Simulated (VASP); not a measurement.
The system is KBr.

```
CELL_PARAMETERS angstrom
5.70352 0.00000 0.00000
-2.85176 4.86544 0.00000
0.00000 0.00000 6.55360
ATOMIC_POSITIONS crystal
K 0.33222 0.66443 0.25000
K 0.66778 0.33557 0.75000
Br 0.66798 0.33596 0.25000
Br 0.33202 0.66404 0.75000
```

This cell differs from its parent crystal: uniaxial x strain +1.5%.

Base run:

* Program: VASP 6.6.1
* Functional: r2SCAN
* Potentials or basis: VASP PAW PBE potentials, release 64 (K_sv, Br)
* Cutoff: 520 eV
* k mesh: 6 × 6 × 4
* Occupations: gaussian, width 0.01 eV
* Spin: no spin polarisation

Its results: band gap on the k mesh 4.75 eV, direct; pressure -0.2 GPa.

Q: The run is repeated on the same cell with these changes: functional from r2SCAN to PBE; occupations from gaussian, width 0.01 eV to fermi-dirac, width 0.02 eV. What comes out?

A: Band gap on the k mesh 4.16 eV, direct; pressure 0.2 GPa.

Caveats: the PAW data sets were made with another functional, which shifts forces and pressure a little (some runs).

A k mesh can miss the band edges.
